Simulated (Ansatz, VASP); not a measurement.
IrRh2: VASP beside Ansatz

The input INCAR:

```
PREC     = Accurate       # precision mode
ENCUT    = 520            # plane-wave cutoff, eV
EDIFF    = 1E-7           # SCF threshold, eV
ISMEAR   = 0              # smearing method
SIGMA    = 0.1            # smearing width, eV
LREAL    = False          # projectors in reciprocal space
LASPH    = True           # aspherical terms in the spheres
NELM     = 100            # most SCF steps
ALGO     = Fast           # electronic algorithm
ISIF     = 2              # what is computed and relaxed
LWAVE    = False          # write WAVECAR
LCHARG   = False          # write CHGCAR
GGA      = PE             # functional
NBANDS   = 26             # bands
```

KPOINTS

```
Automatic mesh
0
Gamma
  6 6 4
```

The input POSCAR:

```
IrRh2
1.0
    2.6911319000      0.0000000000      0.0000000000
   -1.3455659500      2.3305885900      0.0000000000
    0.0000000000      0.0000000000      6.5918999900
Ir Rh
1 2
Direct
    0.0000000000      0.0000000000      0.5000000000
    0.6666666700      0.3333333300      0.8333333300
    0.3333333300      0.6666666700      0.1666666700
```

Input for Ansatz:

```yaml
crystal:
  lattice:
    - [2.6911319, 0.0, 0.0]
    - [-1.34556595, 2.33058859, 0.0]
    - [0.0, 0.0, 6.59189999]
  atoms:
    - { symbol: Ir, position: [0.0, 0.0, 0.5] }
    - { symbol: Rh, position: [0.66666667, 0.33333333, 0.83333333] }
    - { symbol: Rh, position: [0.33333333, 0.66666667, 0.16666667] }
basis:
  ecutwfc: 420
kpoints:
  mp_grid: { grid: [6, 6, 4] }
hamiltonian:
  xc: pbe
scf:
  occupations: { method: gaussian, width: 0.1 }
  lower_state_search: "off"
output:
  forces: true
  stress: true
  eigenvalues: true
```

Alike in both runs: task single point; functional PBE; k mesh 6 × 6 × 4; occupations gaussian, width 0.1 eV; no spin polarisation.

|  | VASP | Ansatz |
| --- | --- | --- |
| version | VASP 6.6.1 | Ansatz 0.2.0 |
| potentials or method | VASP PAW PBE potentials, release 64 (Ir, Rh_pv), cutoff 520 eV | scalar-relativistic, plane waves, PAW |
| valence electrons in the cell | 39 | 51 |

|  | VASP | Ansatz | Ansatz less VASP |
| --- | --- | --- | --- |
| gap on the k mesh at the Fermi level (eV) | none | none | - |
| pressure (GPa) | 9.7 | 9.4 | -0.23 |
| traceless stress, the component that is largest in VASP (GPa) | -2.82 | -2.86 | -0.038 |
| rms of the force components (eV/Å) | 0.072 | 0.086 | +0.0138 |

Atom by atom the forces differ by 0.014 eV/Å (rms over components). A gap of «none» marks a metal or a gap that the smearing closes. With one functional, cell and mesh, what is left measures potentials, basis and numerics. VASP's potentials hold 39 valence electrons a cell and Ansatz's 51, so a difference there can come from the potentials and not from the codes.

The k mesh is coarse, so the values compare programs but aren't converged. Neither program's run includes spin-orbit coupling.
